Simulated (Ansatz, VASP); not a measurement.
## CdTe4 in VASP and in Ansatz

```
Cd Te
1.0
    -3.47866    3.47866    3.47866
     3.47866   -3.47866    3.47866
     3.47866    3.47866   -3.47866
Cd Te
1 4
Cartesian
  0.0000 0.0000 0.0000
  1.7264 1.7264 1.7264
  -1.7523 1.7523 1.7523
  1.7523 1.7523 -1.7523
  1.7523 -1.7523 1.7523
```

Change from the starting cell: species swapped into the GeF4 type (I-43m, No. 217).

Alike in both runs: functional PBE; k mesh 4 × 4 × 4; occupations gaussian, width 0.1 eV; no spin polarisation.

Ansatz relaxed the structure, and its values are those at the end. VASP's run is a single point on that final structure, the one shown.

```csv
,VASP,Ansatz
version,VASP 6.6.1,Ansatz 0.2.0
potentials or method,"VASP PAW PBE potentials, release 64 (Cd, Te), cutoff 520 eV","scalar-relativistic, plane waves, PAW"
valence electrons in the cell,36,84
```

Ansatz gave:

- gap on the k mesh at the Fermi level (eV): none
- pressure (GPa): 0.0
- rms of the force components (eV/Å): 0.021

Task: Which values does VASP return?

Result: gap on the k mesh at the Fermi level (eV): none; pressure (GPa): 0.1; rms of the force components (eV/Å): 0.022.

A gap of «none» marks a metal or a gap that the smearing closes. VASP's potentials hold 36 valence electrons a cell and Ansatz's 84, so a difference there can come from the potentials and not from the codes.

Neither program's run includes spin-orbit coupling.
